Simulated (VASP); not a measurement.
Wanted: the native input for a VASP 6.6.1 run.

```yaml
Task: single point
Functional: PBE
Potentials_or_basis: VASP PAW PBE potentials, release 64 (Zn, S)
Cutoff: 520 eV
k_mesh: 8 × 8 × 3
Occupations: fermi-dirac, width 0.05 eV
Spin: no spin polarisation
Dipole_correction: no
Further_INCAR_settings: ALGO = Normal; EDIFF = 1e-07; NBANDS = 46
```

The structure of ZnS (Wurtzite-4H) lies in POSCAR:

```
ZnS
1.0
    3.7970435223      0.0000000000      0.0000000000
   -1.8985217611      3.2883361495      0.0000000000
    0.0000000000      0.0000000000     12.4359706225
Zn S
4 4
Direct
    0.6666666667      0.3333333333      0.7500000000
    0.3333333333      0.6666666667      0.2500000000
    0.0000000000      0.0000000000      0.5000000000
    0.0000000000      0.0000000000      0.0000000000
    0.6666666667      0.3333333333      0.9375000000
    0.3333333333      0.6666666667      0.4375000000
    0.0000000000      0.0000000000      0.6875000000
    0.0000000000      0.0000000000      0.1875000000
```

The input as run:

INCAR

```
PREC = Accurate ; ENCUT = 520
EDIFF = 1E-7 ; ISMEAR = -1
SIGMA = 0.05 ; LREAL = False
LASPH = True ; NELM = 100
ALGO = Normal ; ISIF = 2
LWAVE = False ; LCHARG = False
GGA = PE ; NBANDS = 46
```

KPOINTS

```
Automatic mesh
0
Gamma
  8 8 3
```

Potentials or basis: VASP PAW PBE potentials, release 64 (Zn, S).

Launch:

```bash
$ cat potpaw_PBE.64/Zn/POTCAR potpaw_PBE.64/S/POTCAR > POTCAR
$ mpirun -np 1 vasp_std > vasp.out
```

It gave:

The pressure is 3.1 GPa. The largest force is 0.049 eV/Å. The band gap on the k mesh is 2.22 eV, direct.

Run time: 78 s on 1 thread of Intel(R) Xeon(R) 6975P-C (Granite Rapids), on a shared host, peak memory 0.31 GiB.
